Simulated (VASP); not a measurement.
Here is a VASP 6.6.1 calculation.

File INCAR:

```
SYSTEM = ZrB2
  ALGO = Normal
  EDIFF = 1E-6
  ENCUT = 520
  GGA = PE
  ISIF = 2
  ISMEAR = 0
  LASPH = .True.
  LCHARG = .False.
  LREAL = .False.
  LWAVE = .False.
  NBANDS = 27
  NELM = 100
  PREC = Accurate
  SIGMA = 0.1
```

File KPOINTS:

```
k-points
0
Gamma
  4 4 8
  0 0 0
```

File POSCAR:

```
ZrB2
1.0
    6.4010243062      0.0000000000      0.0000000000
    0.0000000000      6.4010243062      0.0000000000
    0.0000000000      0.0000000000      2.6111780539
Zr B
2 4
Direct
    0.5000000000      0.5000000000      0.0000000000
    0.0000000000      0.0000000000      0.5000000000
    0.2500000000      0.7500000000      0.7500000000
    0.7500000000      0.2500000000      0.7500000000
    0.7500000000      0.7500000000      0.2500000000
    0.2500000000      0.2500000000      0.2500000000
```

Potentials or basis: VASP PAW PBE potentials, release 64 (Zr_sv, B).

Launch:

```console
$ cat potpaw_PBE.64/Zr_sv/POTCAR potpaw_PBE.64/B/POTCAR > POTCAR
$ mpirun -np 1 vasp_std > vasp.out
```

Estimate the band gap on the k mesh.

zero (bands 18 and 19 overlap by 1.48 eV).

Predict the pressure.

-0.1 GPa.

Stress tensor (GPa, compression positive):
```
-0.19  0.00  0.00
 0.00 -0.19  0.00
 0.00  0.00 -0.06
```
